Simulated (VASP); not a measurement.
Here is a VASP 6.6.1 calculation.

POSCAR

```
Ru
1.0
    2.6992717574      0.0000000000      0.0000000000
   -1.3496358787      2.3376379137      0.0000000000
    0.0000000000      0.0000000000      4.2695768535
Ru
2
Direct
    0.3333333333      0.6666666667      0.2500000000
    0.6666666667      0.3333333333      0.7500000000
```

INCAR.step1

```
  ALGO = Normal
  EDIFF = 1E-4
  ENCUT = 520
  GGA = PE
  ISMEAR = 0
  LASPH = True
  LCHARG = False
  LREAL = False
  LWAVE = True
  NBANDS = 21
  NELM = 60
  PREC = Accurate
  SIGMA = 0.1
```

File INCAR.step2:

```
  ALGO = Normal
  EDIFF = 1E-7
  ENCUT = 520
  ISIF = 2
  ISMEAR = 0
  ISTART = 1
  LASPH = True
  LCHARG = True
  LELF = True
  LMIXTAU = True
  LREAL = False
  LVHAR = True
  LWAVE = False
  METAGGA = R2SCAN
  NBANDS = 21
  NELM = 60
  PREC = Accurate
  SIGMA = 0.1
```

Contents of KPOINTS:

```
k-points
0
Gamma
  12 12 6
```

Potentials or basis: VASP PAW PBE potentials, release 64 (Ru_pv).

Command:

```console
$ cat potpaw_PBE.64/Ru_pv/POTCAR > POTCAR
$ cp INCAR.step1 INCAR
$ mpirun -np 1 vasp_std > vasp.out
$ cp INCAR.step2 INCAR
$ mpirun -np 1 vasp_std > vasp.out
```

Question: Estimate the pressure.

Answer: 1.9 GPa.

Question: Estimate the band gap on the k mesh.

Answer: Zero (bands 14 and 15 overlap by 3.33 eV).

Stress tensor (GPa, compression positive):
```
1.85 0.00 0.00
0.00 1.85 0.00
0.00 0.00 1.99
```

Caveat: the PAW data sets were made with another functional, which shifts forces and pressure a little.
